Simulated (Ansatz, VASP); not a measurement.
Two plane-wave programs on SiO2

```xyz
6
Lattice="-2.4720 2.4720 3.6578 2.4720 -2.4720 3.6578 2.4720 2.4720 -3.6578" Properties=species:S:1:pos:R:3 pbc="T T T"
Si    0.0000    0.0000    0.0000
Si    0.0000    2.4720    1.8289
O     1.2360    2.9583    2.7434
O     0.4863    1.2360    0.9145
O    -1.2360    1.9857    2.7434
O    -0.4863    3.7079    0.9145
```

Alike in both runs: task single point; functional r2SCAN; k mesh 8 × 8 × 8; no spin polarisation.

|  | VASP | Ansatz |
| --- | --- | --- |
| version | VASP 6.6.1 | Ansatz 0.2.0 |
| potentials or method | VASP PAW PBE potentials, release 64 (Si, O) | plane waves, PAW |
| plane-wave cutoff (eV) | 520 | 500 |
| occupations | gaussian, width 0.01 eV | fixed |
| valence electrons in the cell | 32 | 32 |

```tsv
	VASP	Ansatz	Ansatz less VASP
gap on the k mesh at the Fermi level (eV)	6.56	6.56	+0.002
pressure (GPa)	0.2	0.0	-0.17
```

VASP's potentials were made for PBE, not for r2SCAN.
